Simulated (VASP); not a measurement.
# SnSe2 (P-3m1) in VASP: notebook

The runs below take SnSe2 through single point, with PBE.

All numbers are computed with VASP 6.6.1; they aren't measurements. Logs are shortened: lines on timing, memory, paths and dates and some standing lists are left out, and cuts for length are marked.

**Measured values to compare with.**

From “Temperature Dependent Excitonic Transition Energy and Enhanced Electron-Phonon Coupling in Layered Ternary SnS2-xSex Semiconductors with Fully Tunable Stoichiometry”, 2021, pmc:8069899, for a bulk crystal of SnSe2 at 300 K: band gap 1.207 eV (an exciton energy, a little under the gap).

The runs below are set against these values where they give the same quantity.

## Step 1: The cell of the first run

It takes space group P-3m1 (No. 164, trigonal). The conventional cell has a = 3.707 Å, b = 3.707 Å, c = 5.968 Å, α = 90.00°, β = 90.00°, γ = 120.00°. Within 3.4 Å of Sn (site symmetry -3m) lie 6 Se at 2.61 Å. Se (site symmetry 3m) has 3 Sn at 2.61 Å within 3.4 Å.

## Step 2: Single point, PBE

The input, INCAR:

```
SYSTEM = SnSe2
ALGO = Normal
EDIFF = 1E-7
ENCUT = 520
GGA = PE
ISIF = 2
ISMEAR = 0
LASPH = .TRUE.
LCHARG = .FALSE.
LREAL = .FALSE.
LWAVE = .FALSE.
NBANDS = 20
NELM = 100
PREC = Accurate
SIGMA = 0.01
```

The input, KPOINTS:

```
k-points
0
G
  6 6 4
  0 0 0
```

The input, POSCAR:

```
SnSe2
1.0
    3.7065360167      0.0000000000      0.0000000000
   -1.8532680084      3.2099545316      0.0000000000
    0.0000000000      0.0000000000      5.9678050377
Sn Se
1 2
Direct
    0.0000000000      0.0000000000      0.0000000000
    0.3333333333      0.6666666667      0.2490000000
    0.6666666667      0.3333333333      0.7510000000
```

Potentials or basis: VASP PAW PBE potentials, release 64 (Sn_d, Se).

Launch:

```
> cat potpaw_PBE.64/Sn_d/POTCAR potpaw_PBE.64/Se/POTCAR > POTCAR
> mpirun -np 1 vasp_std > vasp.out
```

OUTCAR:

```text
SYSTEM = SnSe2
   EDIFF = 1E-7
   ENCUT = 520
   GGA = PE
   ISIF = 2
   ISMEAR = 0
   LASPH = .TRUE.
   LREAL = .FALSE.
   NELM = 100
   PREC = Accurate

 ion  position               nearest neighbor table
   1  0.000  0.000  0.000-   2 2.61   3 2.61   3 2.61   2 2.61   3 2.61   2 2.61
   2  0.333  0.667  0.249-   1 2.61   1 2.61   1 2.61
   3  0.667  0.333  0.751-   1 2.61   1 2.61   1 2.61

  LATTYP: Found a hexagonal cell.
 ALAT       =     3.7065360167
 C/A-ratio  =     1.6100760955

  Lattice vectors:

 A1 = (   3.7065360167,   0.0000000000,   0.0000000000)
 A2 = (  -1.8532680084,   3.2099545316,   0.0000000000)
 A3 = (   0.0000000000,   0.0000000000,   5.9678050377)

Analysis of symmetry for initial positions (statically):
=====================================================================
 Subroutine PRICEL returns:
 Original cell was already a primitive cell.

 Routine SETGRP: Setting up the symmetry group for a
 hexagonal supercell.

 Subroutine GETGRP returns: Found 12 space group operations
 (whereof 12 operations were pure point group operations)
 out of a pool of 24 trial point group operations.

The static configuration has the point symmetry D_3d.

Analysis of symmetry for dynamics (positions and initial velocities):
=====================================================================
 Subroutine PRICEL returns:
 Original cell was already a primitive cell.

 Routine SETGRP: Setting up the symmetry group for a
 hexagonal supercell.

 Subroutine GETGRP returns: Found 12 space group operations
 (whereof 12 operations were pure point group operations)
 out of a pool of 24 trial point group operations.

The dynamic configuration has the point symmetry D_3d.

 Subroutine INISYM returns: Found 12 space group operations
 (whereof 12 operations are pure point group operations),
 and found     1 'primitive' translations

----------------------------------------------------------------------------------------

                                     Primitive cell

  volume of cell :      71.0038

  direct lattice vectors                    reciprocal lattice vectors
     3.706536017  0.000000000  0.000000000     0.269793682  0.155765446  0.000000000
    -1.853268008  3.209954532  0.000000000     0.000000000  0.311530892  0.000000000
     0.000000000  0.000000000  5.967805038     0.000000000  0.000000000  0.167565796

  length of vectors
     3.706536017  3.706536174  5.967805038     0.311530906  0.311530892  0.167565796

  position of ions in fractional coordinates (direct lattice)
     0.000000000  0.000000000  0.000000000
     0.333333333  0.666666667  0.249000000
     0.666666667  0.333333333  0.751000000

  ion indices of the primitive-cell ions
   primitive index   ion index
                 1           1
                 2           2
                 3           3

----------------------------------------------------------------------------------------

 KPOINTS: k-points

Automatic generation of k-mesh.
 Grid dimensions read from file:
 generate k-points for:    6    6    4

 Generating k-lattice:

  Cartesian coordinates                     Fractional coordinates (reciprocal lattice)
     0.044965614  0.025960908  0.000000000     0.166666667  0.000000000  0.000000000
     0.000000000  0.051921815  0.000000000     0.000000000  0.166666667  0.000000000
     0.000000000  0.000000000  0.041891449     0.000000000  0.000000000  0.250000000

  Length of vectors
     0.051921818  0.051921815  0.041891449

  Shift w.r.t. Gamma in fractional coordinates (k-lattice)
     0.000000000  0.000000000  0.000000000

 Subroutine IBZKPT returns following result:
 ===========================================

 Found     24 irreducible k-points:

 Following reciprocal coordinates:
            Coordinates               Weight
  0.000000  0.000000  0.000000      1.000000
  0.166667 -0.000000  0.000000      6.000000
  0.333333  0.000000  0.000000      6.000000
  0.500000  0.000000  0.000000      3.000000
  0.166667  0.166667  0.000000      6.000000
  0.333333  0.166667  0.000000     12.000000
[... 16 lines left out ...]
  0.333333  0.166667  0.500000     12.000000
  0.333333  0.333333  0.500000      2.000000
   k-points           NKPTS =     24   k-points in BZ     NKDIM =     24   number of bands    NBANDS=     20
   number of dos      NEDOS =    301   number of ions     NIONS =      3
   total plane-waves  NPLWV =  37632
   dimension x,y,z NGX =    28 NGY =   28 NGZ =   48
   dimension x,y,z NGXF=    56 NGYF=   56 NGZF=   96
   ions per type =               1   2
   NGX,Y,Z   is equivalent  to a cutoff of  12.56, 12.56, 13.37 a.u.
   NGXF,Y,Z  is equivalent  to a cutoff of  25.12, 25.12, 26.74 a.u.
 SYSTEM =  SnSe2
   PREC   = accura    normal or accurate (medium, high low for compatibility)
   ISTART =      0    job   : 0-new  1-cont  2-samecut
   ICHARG =      2    charge: 1-file 2-atom 10-const
   ISPIN  =      1    spin polarized calculation?
   LNONCOLLINEAR =      F non collinear calculations
   LSORBIT =      F    spin-orbit coupling
   LASPH  =      T    aspherical Exc in radial PAW
   ENCUT  =  520.0 eV  38.22 Ry    6.18 a.u.   6.89  6.89 11.10*2*pi/ulx,y,z
   NELM   =    100;   NELMIN=  2; NELMDL= -5     # of ELM steps
   EDIFF  = 0.1E-06   stopping-criterion for ELM
   LREAL  =      F    real-space projection
   EDIFFG = 0.1E-05   stopping-criterion for IOM
   NSW    =      0    number of steps for IOM
   IBRION =     -1    ionic relax: 0-MD 1-quasi-New 2-CG
   NFREE  =      0    steps in history (QN), initial steepest desc. (CG)
   ISIF   =      2    stress and relaxation
   ISYM   =      2    0-nonsym 1-usesym 2-fastsym
   POTIM  = 0.5000    time-step for ionic-motion
   TEBEG  =    0.0;   TEEND  =   0.0 temperature during run
   PSTRESS=    0.0 pullay stress
   NELECT =      26.0000    total number of electrons
   NUPDOWN=      -1.0000    fix difference up-down
   EMIN   =  10.00;   EMAX   =-10.00  energy-range for DOS
   EFERMI =   0.00;   METHOD = LEGACY
   ISMEAR =     0;   SIGMA  =   0.01  broadening in eV -4-tet -1-fermi 0-gaus
   EFERMI_NEDOS =   21; number of points for ismear=-14 and -15
   IALGO  =     38    algorithm
   IMIX   =      4    mixing-type and parameters
     AMIX     =   0.40;   BMIX     =  1.00
     AMIX_MAG =   1.60;   BMIX_MAG =  1.00
  volume/ion in A,a.u.               =      23.67       159.72
  Fermi-wavevector in a.u.,A,eV,Ry     =   1.171221  2.213286 18.663897  1.371758
  Thomas-Fermi vector in A             =   2.307668
   LORBIT       =      0    0 simple, 1 ext, 2 COOP (PROOUT), +10 PAW based schemes
   GGA     = PE    functional components
   LHFCALC =     F    Hartree Fock is set to
   AEXX    =    0.0000 exact exchange contribution
   IVDW    =     0    specifies the selected vdW correction
   LEPSILON=     F    determine dielectric tensor
   LRPA    =     F    only Hartree local field effects (RPA)
 non-spin polarized calculation
 Gauss-broadening in eV      SIGMA  =   0.01
  energy-cutoff  :      520.00
  volume of cell :       71.00
 maximum number of plane-waves:      1924
   NGX = 13   NGY = 13   NGZ = 23

 number of electron      25.9999996 magnetization

 Free energy of the ion-electron system (eV)
  ---------------------------------------------------
  ext. energy  EPLUGINS =         0.00000000
  ---------------------------------------------------
  free energy    TOTEN  =       -11.37040592 eV

  energy without entropy =      -11.37040592  energy(sigma->0) =      -11.37040592

 E-fermi :   5.2756     XC(G=0):  -9.8363

 val. band max:        5.1350065310   @ k =   0.0000   0.0000   0.0000
 cond. band min:       6.0086036156   @ k =   0.5000   0.0000   0.2500
 fundamental gap:      0.8735970846
 Fermi energy:         5.2755782173

 k-point     1 :       0.0000    0.0000    0.0000
  band No.  band energies     occupation
      1     -16.2952      2.00000
      2     -16.2952      2.00000
      3     -16.2387      2.00000
      4     -16.2169      2.00000
      5     -16.2169      2.00000
      6      -9.5569      2.00000
[... 12 lines left out ...]
     19      14.1300      0.00000
     20      14.1300      0.00000

 k-point     2 :       0.1667   -0.0000    0.0000
  band No.  band energies     occupation
      1     -16.3159      2.00000
      2     -16.2837      2.00000
      3     -16.2305      2.00000
      4     -16.2218      2.00000
      5     -16.2132      2.00000
      6      -9.2440      2.00000
[... 12 lines left out ...]
     19      13.3908      0.00000
     20      14.3583      0.00000

 k-point     3 :       0.3333    0.0000    0.0000
  band No.  band energies     occupation
      1     -16.3615      2.00000
      2     -16.2705      2.00000
      3     -16.2426      2.00000
      4     -16.1989      2.00000
      5     -16.1957      2.00000
      6      -8.3867      2.00000
[... 12 lines left out ...]
     19      14.2604      0.00000
     20      15.1060      0.00000

 k-point     4 :       0.5000    0.0000    0.0000
  band No.  band energies     occupation
      1     -16.3848      2.00000
      2     -16.2683      2.00000
      3     -16.2494      2.00000
      4     -16.1860      2.00000
      5     -16.1823      2.00000
      6      -7.5980      2.00000
[... 12 lines left out ...]
     19      15.5445      0.00000
     20      15.9367      0.00000

 k-point     5 :       0.1667    0.1667    0.0000
  band No.  band energies     occupation
      1     -16.3402      2.00000
      2     -16.2821      2.00000
      3     -16.2311      2.00000
      4     -16.2192      2.00000
      5     -16.1960      2.00000
      6      -8.6516      2.00000
[... 12 lines left out ...]
     19      12.0280      0.00000
     20      15.5753      0.00000

 k-point     6 :       0.3333    0.1667    0.0000
  band No.  band energies     occupation
      1     -16.3629      2.00000
      2     -16.2869      2.00000
      3     -16.2368      2.00000
      4     -16.2006      2.00000
      5     -16.1849      2.00000
      6      -7.6960      2.00000
[... 12 lines left out ...]
     19      13.7936      0.00000
     20      15.4627      0.00000

 k-point     7 :       0.3333    0.3333    0.0000
  band No.  band energies     occupation
      1     -16.3285      2.00000
      2     -16.3285      2.00000
      3     -16.2129      2.00000
      4     -16.2129      2.00000
      5     -16.1914      2.00000
      6      -7.0063      2.00000
[... 12 lines left out ...]
     19      13.6063      0.00000
     20      13.6063      0.00000
[... 277 lines left out ...]
 k-point    20 :       0.3333    0.0000    0.5000
  band No.  band energies     occupation
      1     -16.3618      2.00000
      2     -16.2705      2.00000
      3     -16.2427      2.00000
      4     -16.1987      2.00000
      5     -16.1957      2.00000
      6      -8.2223      2.00000
[... 12 lines left out ...]
     19      15.1888      0.00000
     20      15.3530      0.00000

 k-point    21 :       0.5000    0.0000    0.5000
  band No.  band energies     occupation
      1     -16.3852      2.00000
      2     -16.2684      2.00000
      3     -16.2495      2.00000
      4     -16.1858      2.00000
      5     -16.1824      2.00000
      6      -7.4859      2.00000
[... 12 lines left out ...]
     19      15.2931      0.00000
     20      16.3493      0.00000

 k-point    22 :       0.1667    0.1667    0.5000
  band No.  band energies     occupation
      1     -16.3405      2.00000
      2     -16.2821      2.00000
      3     -16.2311      2.00000
      4     -16.2191      2.00000
      5     -16.1960      2.00000
      6      -8.4784      2.00000
[... 12 lines left out ...]
     19      13.1824      0.00000
     20      14.3663      0.00000

 k-point    23 :       0.3333    0.1667    0.5000
  band No.  band energies     occupation
      1     -16.3633      2.00000
      2     -16.2870      2.00000
      3     -16.2368      2.00000
      4     -16.2005      2.00000
      5     -16.1847      2.00000
      6      -7.5711      2.00000
[... 12 lines left out ...]
     19      13.5997      0.00000
     20      14.8938      0.00000

 k-point    24 :       0.3333    0.3333    0.5000
  band No.  band energies     occupation
      1     -16.3287      2.00000
      2     -16.3287      2.00000
      3     -16.2129      2.00000
      4     -16.2129      2.00000
      5     -16.1912      2.00000
      6      -6.9846      2.00000
[... 12 lines left out ...]
     19      14.1261      0.00000
     20      14.3179      0.00000

------------------------ aborting loop because EDIFF is reached ----------------------------------------

  FORCE on cell =-STRESS in cart. coord.  units (eV):
  Direction    XX          YY          ZZ          XY          YZ          ZX
  --------------------------------------------------------------------------------------
  -------------------------------------------------------------------------------------
  Total        6.0225393      6.0225400      6.4735748     -0.0000000     -0.0000000      0.0000000
  in kB      135.8965696    135.8965850    146.0740326     -0.0000000     -0.0000000      0.0000000
  external PRESSURE =     139.2890624 kB  Pullay stress =       0.0000000 kB

 VOLUME and BASIS-vectors are now :
 -----------------------------------------------------------------------------
  energy-cutoff  :      520.00
  volume of cell :       71.00
      direct lattice vectors                 reciprocal lattice vectors
     3.706536017  0.000000000  0.000000000     0.269793682  0.155765446  0.000000000
    -1.853268008  3.209954532  0.000000000     0.000000000  0.311530892  0.000000000
     0.000000000  0.000000000  5.967805038     0.000000000  0.000000000  0.167565796

 POSITION                                       TOTAL-FORCE (eV/Angst)
 -----------------------------------------------------------------------------------
      0.00000      0.00000      0.00000         0.000000      0.000000      0.000000
     -0.00000      2.13997      1.48598         0.000000     -0.000000      1.755157
      1.85327      1.06998      4.48182        -0.000000      0.000000     -1.755157
 -----------------------------------------------------------------------------------
    total drift:                                0.000000      0.000000     -0.000000

  FREE ENERGIE OF THE ION-ELECTRON SYSTEM (eV)
  ---------------------------------------------------
  free  energy   TOTEN  =       -11.3704059193 eV

  energy  without entropy=      -11.3704059193  energy(sigma->0) =      -11.37040592
```

Wall time 51 s (1 thread of Intel Xeon 8259CL, shared host); peak memory 0.2 GiB.

What came out:

* Free energy: -11.3704 eV
* Pressure: 13.9 GPa
* Largest force: 1.755 eV/Å
* Band gap on the k mesh: 0.87 eV, indirect (least direct gap 1.46 eV)

Forces on the atoms (eV/Å):
```
Sn   0.000  0.000  0.000
Se   0.000  0.000  1.755
Se   0.000  0.000 -1.755
```

Stress tensor (GPa, compression positive):
```
13.59  0.00  0.00
 0.00 13.59  0.00
 0.00  0.00 14.61
```

Caveat: spin-orbit coupling is left out, which moves the levels of the heavy elements; this functional lacks dispersion, which binds the layers, so the pressure and a relaxed spacing across them are unreliable; forces of over 1 eV/Å act on the atoms, so gaps and moduli don't describe the material at rest. A k mesh can miss the band edges.

(Part 1 of 3 ends here.)
